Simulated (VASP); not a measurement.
Here is a VASP 6.6.1 calculation.

Contents of INCAR:

```
PREC = Accurate ; ENCUT = 520
EDIFF = 1E-7 ; ISMEAR = -1
SIGMA = 0.05 ; LREAL = F
LASPH = T ; NELM = 80
ALGO = Normal ; ISIF = 2
LWAVE = F ; LCHARG = F
GGA = PE ; NBANDS = 8
```

File KPOINTS:

```
regular mesh
0
Gamma
  17 17 17
```

File POSCAR:

```
P
1.0
   -1.5151035779      1.5151035779      1.5151035779
    1.5151035779     -1.5151035779      1.5151035779
    1.5151035779      1.5151035779     -1.5151035779
P
1
Direct
    0.0000000000      0.0000000000      0.0000000000
```

Potentials or basis: VASP PAW PBE potentials, release 64 (P).

Launch:

```bash
$ cat potpaw_PBE.64/P/POTCAR > POTCAR
$ mpirun -np 1 vasp_std > vasp.out
```

(1) Predict the pressure.

(2) Predict the band gap on the k mesh.

## Answers

(1) 2.0 GPa.

(2) zero (an odd number of electrons rules out a gap without spin polarisation).
